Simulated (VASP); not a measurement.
# Ag (Fm-3m) in VASP: notebook, part 2 of 2

VASP 6.6.1. The steps go on from the part before.

**5. Single point, RPBE**

INCAR

```
PREC = Accurate
ENCUT = 520
EDIFF = 1E-6
ISMEAR = -1
SIGMA = 0.05
LREAL = F
LASPH = T
NELM = 100
ALGO = Normal
ISIF = 2
LWAVE = F
LCHARG = F
GGA = RP
NBANDS = 12
```

KPOINTS

```
regular mesh
0
Gamma
  11 11 11
```

POSCAR

```
Ag
1.0
    0.0000000000      2.0427500000      2.0427500000
    2.0427500000      0.0000000000      2.0427500000
    2.0427500000      2.0427500000      0.0000000000
Ag
1
Direct
    0.0000000000      0.0000000000      0.0000000000
```

Potentials or basis: VASP PAW PBE potentials, release 64 (Ag).

On the command line:

```
$ cat potpaw_PBE.64/Ag/POTCAR > POTCAR
$ mpirun -np 1 vasp_std > vasp.out
```

OUTCAR:

```text
PREC = Accurate
   ENCUT = 520
   EDIFF = 1E-6
   ISMEAR = -1
   LREAL = F
   LASPH = T
   NELM = 100
   ISIF = 2
   GGA = RP

 ion  position               nearest neighbor table
   1  0.000  0.000  0.000-

  LATTYP: Found a face centered cubic cell.
 ALAT       =     4.0855000000

  Lattice vectors:

 A1 = (   0.0000000000,   2.0427500000,   2.0427500000)
 A2 = (   2.0427500000,   0.0000000000,   2.0427500000)
 A3 = (   2.0427500000,   2.0427500000,   0.0000000000)

Analysis of symmetry for initial positions (statically):
=====================================================================
 Subroutine PRICEL returns:
 Original cell was already a primitive cell.

 Routine SETGRP: Setting up the symmetry group for a
 face centered cubic supercell.

 Subroutine GETGRP returns: Found 48 space group operations
 (whereof 48 operations were pure point group operations)
 out of a pool of 48 trial point group operations.

The static configuration has the point symmetry O_h .

Analysis of symmetry for dynamics (positions and initial velocities):
=====================================================================
 Subroutine PRICEL returns:
 Original cell was already a primitive cell.

 Routine SETGRP: Setting up the symmetry group for a
 face centered cubic supercell.

 Subroutine GETGRP returns: Found 48 space group operations
 (whereof 48 operations were pure point group operations)
 out of a pool of 48 trial point group operations.

The dynamic configuration has the point symmetry O_h .

 Subroutine INISYM returns: Found 48 space group operations
 (whereof 48 operations are pure point group operations),
 and found     1 'primitive' translations

----------------------------------------------------------------------------------------

                                     Primitive cell

  volume of cell :      17.0481

  direct lattice vectors                    reciprocal lattice vectors
     0.000000000  2.042750000  2.042750000    -0.244768082  0.244768082  0.244768082
     2.042750000  0.000000000  2.042750000     0.244768082 -0.244768082  0.244768082
     2.042750000  2.042750000  0.000000000     0.244768082  0.244768082 -0.244768082

  length of vectors
     2.888884755  2.888884755  2.888884755     0.423950755  0.423950755  0.423950755

  position of ions in fractional coordinates (direct lattice)
     0.000000000  0.000000000  0.000000000

  ion indices of the primitive-cell ions
   primitive index   ion index
                 1           1

----------------------------------------------------------------------------------------

 KPOINTS: regular mesh

Automatic generation of k-mesh.
 Grid dimensions read from file:
 generate k-points for:   11   11   11

 Generating k-lattice:

  Cartesian coordinates                     Fractional coordinates (reciprocal lattice)
    -0.022251644  0.022251644  0.022251644     0.090909091  0.000000000  0.000000000
     0.022251644 -0.022251644  0.022251644     0.000000000  0.090909091  0.000000000
     0.022251644  0.022251644 -0.022251644     0.000000000  0.000000000  0.090909091

  Length of vectors
     0.038540978  0.038540978  0.038540978

  Shift w.r.t. Gamma in fractional coordinates (k-lattice)
     0.000000000  0.000000000  0.000000000

 Subroutine IBZKPT returns following result:
 ===========================================

 Found     56 irreducible k-points:

 Following reciprocal coordinates:
            Coordinates               Weight
  0.000000  0.000000  0.000000      1.000000
  0.090909  0.000000  0.000000      8.000000
  0.181818  0.000000  0.000000      8.000000
  0.272727  0.000000  0.000000      8.000000
  0.363636  0.000000  0.000000      8.000000
  0.454545  0.000000  0.000000      8.000000
[... 16 lines left out ...]
 -0.272727  0.181818  0.000000     24.000000
 -0.181818  0.181818  0.000000     12.000000
 [... further k-points ...]
   k-points           NKPTS =     56   k-points in BZ     NKDIM =     56   number of bands    NBANDS=     12
   number of dos      NEDOS =    301   number of ions     NIONS =      1
   total plane-waves  NPLWV =  13824
   dimension x,y,z NGX =    24 NGY =   24 NGZ =   24
   dimension x,y,z NGXF=    48 NGYF=   48 NGZF=   48
   ions per type =               1
   NGX,Y,Z   is equivalent  to a cutoff of  13.81, 13.81, 13.81 a.u.
   NGXF,Y,Z  is equivalent  to a cutoff of  27.62, 27.62, 27.62 a.u.
 SYSTEM =  unknown system
   PREC   = accura    normal or accurate (medium, high low for compatibility)
   ISTART =      0    job   : 0-new  1-cont  2-samecut
   ICHARG =      2    charge: 1-file 2-atom 10-const
   ISPIN  =      1    spin polarized calculation?
   LNONCOLLINEAR =      F non collinear calculations
   LSORBIT =      F    spin-orbit coupling
   LASPH  =      T    aspherical Exc in radial PAW
   ENCUT  =  520.0 eV  38.22 Ry    6.18 a.u.   5.37  5.37  5.37*2*pi/ulx,y,z
   NELM   =    100;   NELMIN=  2; NELMDL= -5     # of ELM steps
   EDIFF  = 0.1E-05   stopping-criterion for ELM
   LREAL  =      F    real-space projection
   EDIFFG = 0.1E-04   stopping-criterion for IOM
   NSW    =      0    number of steps for IOM
   IBRION =     -1    ionic relax: 0-MD 1-quasi-New 2-CG
   NFREE  =      0    steps in history (QN), initial steepest desc. (CG)
   ISIF   =      2    stress and relaxation
   ISYM   =      2    0-nonsym 1-usesym 2-fastsym
   POTIM  = 0.5000    time-step for ionic-motion
   TEBEG  =    0.0;   TEEND  =   0.0 temperature during run
   PSTRESS=    0.0 pullay stress
   NELECT =      11.0000    total number of electrons
   NUPDOWN=      -1.0000    fix difference up-down
   EMIN   =  10.00;   EMAX   =-10.00  energy-range for DOS
   EFERMI =   0.00;   METHOD = LEGACY
   ISMEAR =    -1;   SIGMA  =   0.05  broadening in eV -4-tet -1-fermi 0-gaus
   EFERMI_NEDOS =   21; number of points for ismear=-14 and -15
   IALGO  =     38    algorithm
   IMIX   =      4    mixing-type and parameters
     AMIX     =   0.40;   BMIX     =  1.00
     AMIX_MAG =   1.60;   BMIX_MAG =  1.00
  volume/ion in A,a.u.               =      17.05       115.05
  Fermi-wavevector in a.u.,A,eV,Ry     =   1.414644  2.673290 27.228221  2.001218
  Thomas-Fermi vector in A             =   2.536165
   LORBIT       =      0    0 simple, 1 ext, 2 COOP (PROOUT), +10 PAW based schemes
   GGA     = RP    functional components
   LHFCALC =     F    Hartree Fock is set to
   AEXX    =    0.0000 exact exchange contribution
   IVDW    =     0    specifies the selected vdW correction
   LEPSILON=     F    determine dielectric tensor
   LRPA    =     F    only Hartree local field effects (RPA)
 non-spin polarized calculation
  energy-cutoff  :      520.00
  volume of cell :       17.05
 maximum number of plane-waves:       477
 NGX is ok and might be reduce to    24
   NGX = 11   NGY = 11   NGZ = 11

 number of electron      10.9999999 magnetization

 Free energy of the ion-electron system (eV)
  ---------------------------------------------------
  ext. energy  EPLUGINS =         0.00000000
  ---------------------------------------------------
  free energy    TOTEN  =        -2.16321580 eV

  energy without entropy =       -2.16040299  energy(sigma->0) =       -2.16180939

 E-fermi :   8.8369     XC(G=0): -12.0807

 val. band max:        8.7966387234   @ k =  -0.4545   0.0909   0.0000
 cond. band min:       8.8975600625   @ k =   0.4545   0.3636   0.0000
 fundamental gap:      0.1009213391
 Fermi energy:         8.8368729352

 k-point     1 :       0.0000    0.0000    0.0000
  band No.  band energies     occupation
      1       0.8356      2.00000
      2       3.7391      2.00000
      3       3.7391      2.00000
      4       3.7391      2.00000
      5       4.7662      2.00000
      6       4.7662      2.00000
      7      24.5815      0.00000
      8      28.2007      0.00000
      9      28.2007      0.00000
     10      28.2007      0.00000
     11      32.9356      0.00000
     12      34.1340      0.00000

 k-point     2 :       0.0909    0.0000    0.0000
  band No.  band energies     occupation
      1       1.0908      2.00000
      2       3.6847      2.00000
      3       3.8071      2.00000
      4       3.8071      2.00000
      5       4.7422      2.00000
      6       4.7422      2.00000
      7      24.5457      0.00000
      8      26.4017      0.00000
      9      28.3018      0.00000
     10      28.3018      0.00000
     11      32.5984      0.00000
     12      33.8020      0.00000
[... 316 lines left out ...]
 k-point    24 :      -0.1818    0.1818    0.0000
  band No.  band energies     occupation
      1       2.8515      2.00000
      2       3.3413      2.00000
      3       3.9561      2.00000
      4       4.3495      2.00000
      5       4.3793      2.00000
      6       5.9238      2.00000
      7      20.5286      0.00000
      8      20.9253      0.00000
      9      27.2071      0.00000
     10      29.0093      0.00000
     11      29.7176      0.00000
     12      33.2619      0.00000

 [... further k-points ...]
[... 5 lines left out ...]
  --------------------------------------------------------------------------------------
  -------------------------------------------------------------------------------------
  Total        0.8929735      0.8929735      0.8929735      0.0000000      0.0000000     -0.0000000
  in kB       83.9215536     83.9215536     83.9215536      0.0000000      0.0000000     -0.0000000
  external PRESSURE =      83.9215536 kB  Pullay stress =       0.0000000 kB

 VOLUME and BASIS-vectors are now :
 -----------------------------------------------------------------------------
  energy-cutoff  :      520.00
  volume of cell :       17.05
      direct lattice vectors                 reciprocal lattice vectors
     0.000000000  2.042750000  2.042750000    -0.244768082  0.244768082  0.244768082
     2.042750000  0.000000000  2.042750000     0.244768082 -0.244768082  0.244768082
     2.042750000  2.042750000  0.000000000     0.244768082  0.244768082 -0.244768082

 POSITION                                       TOTAL-FORCE (eV/Angst)
 -----------------------------------------------------------------------------------
      0.00000      0.00000      0.00000         0.000000      0.000000      0.000000
 -----------------------------------------------------------------------------------
    total drift:                               -0.000000     -0.000000     -0.000000

  FREE ENERGIE OF THE ION-ELECTRON SYSTEM (eV)
  ---------------------------------------------------
  free  energy   TOTEN  =        -2.1632157992 eV

  energy  without entropy=       -2.1604029856  energy(sigma->0) =       -2.16180939
```

stdout:

```text
POSCAR found type information on POSCAR Ag
 POSCAR found :  1 types and       1 ions
 scaLAPACK will be used
 -----------------------------------------------------------------------------
|                                                                             |
|                                                                             |
|     You enforced a specific xc type in the INCAR file but a different       |
|     I HOPE YOU KNOW WHAT YOU ARE DOING!                                     |
|                                                                             |
 -----------------------------------------------------------------------------

 LDA part: xc-table for (Slater+PW92), standard interpolation
 POSCAR, INCAR and KPOINTS ok, starting setup
 FFT: planning ... GRIDC
 FFT: planning ... GRID_SOFT
 FFT: planning ... GRID
 WAVECAR not read
 entering main loop
```

Wall time 6 s (1 thread of AMD EPYC 9R45 (Zen 5), shared host); peak memory 0.11 GiB.

Results:

```yaml
Free_energy: -2.1632 eV
Pressure: 8.4 GPa
```

Caveat: the PAW data sets were made with another functional, which shifts forces and pressure a little.

**6. Single point, PBE+D4**

This run uses another cell than the first one, of 16.96 Å³/atom, 0.995 times its volume.

INCAR

```
SYSTEM = Ag
PREC = Accurate
ENCUT = 520
EDIFF = 1E-7
ISMEAR = -1
SIGMA = 0.05
LREAL = .FALSE.
LASPH = .TRUE.
NELM = 100
ALGO = Normal
ISIF = 2
LWAVE = .FALSE.
LCHARG = .FALSE.
GGA = PE
IVDW = 13
NBANDS = 12
```

KPOINTS

```
Automatic mesh
0
G
  11 11 11
  0 0 0
```

POSCAR

```
Ag
1.0
    0.0000000000      2.0391905288      2.0391905288
    2.0391905288      0.0000000000      2.0391905288
    2.0391905288      2.0391905288      0.0000000000
Ag
1
Direct
    0.0000000000      0.0000000000      0.0000000000
```

Potentials or basis: VASP PAW PBE potentials, release 64 (Ag).

On the command line:

```
$ cat potpaw_PBE.64/Ag/POTCAR > POTCAR
$ mpirun -np 1 vasp_std > vasp.out
```

Wall time 6.6 s (1 thread of AMD EPYC 9R45 (Zen 5), shared host); peak memory 0.11 GiB.

It converged, with:

| Item | Value |
| --- | --- |
| Free energy | -3.2787 eV |
| Pressure | -0.2 GPa |
| Dispersion energy per atom | -0.571 eV |

Levels at points of the mesh, in eV from the Fermi level:
| k point | band 4 | band 5 | band 6 | band 7 | band 8 | band 9 |
| --- | --- | --- | --- | --- | --- | --- |
| (0.00, 0.00, 0.00) | -5.08 | -4.04 | -4.04 | 15.79 | 19.40 | 19.40 |

Caveat: pairwise dispersion overbinds metals, which lowers pressure and volume.

**7. Summary**

| level | potentials or basis | cell | smearing | gap on the mesh (eV) | pressure (GPa) |
| --- | --- | --- | --- | --- | --- |
| LDA | VASP PAW LDA potentials, release 64 (Ag) | a = 2.889 Å, angles 60.0°, 1 atom | fermi-dirac 0.05 eV | none | -7.3 |
| PBEsol+D3(BJ) | VASP PAW PBE potentials, release 64 (Ag) | a = 2.822 Å, angles 60.0°, 1 atom | fermi-dirac 0.05 eV | none | -0.3 |
| PBE | VASP PAW PBE potentials, release 64 (Ag) | a = 2.889 Å, angles 60.0°, 1 atom | gaussian 0.025 eV | none | 4.1 |
| RPBE | VASP PAW PBE potentials, release 64 (Ag) | a = 2.889 Å, angles 60.0°, 1 atom | fermi-dirac 0.05 eV | none | 8.4 |
| PBE+D4 | VASP PAW PBE potentials, release 64 (Ag) | a = 2.884 Å, angles 60.0°, 1 atom | fermi-dirac 0.05 eV | none | -0.2 |

Alike in all rows: task single point; no spin polarisation; k mesh 11 × 11 × 11; cutoff (eV) 520.

Caveats: the PAW data sets were made with another functional, which shifts forces and pressure a little (some runs); pairwise dispersion overbinds metals, which lowers pressure and volume (some runs).

Absolute energies hang on the potentials; compare differences alone.
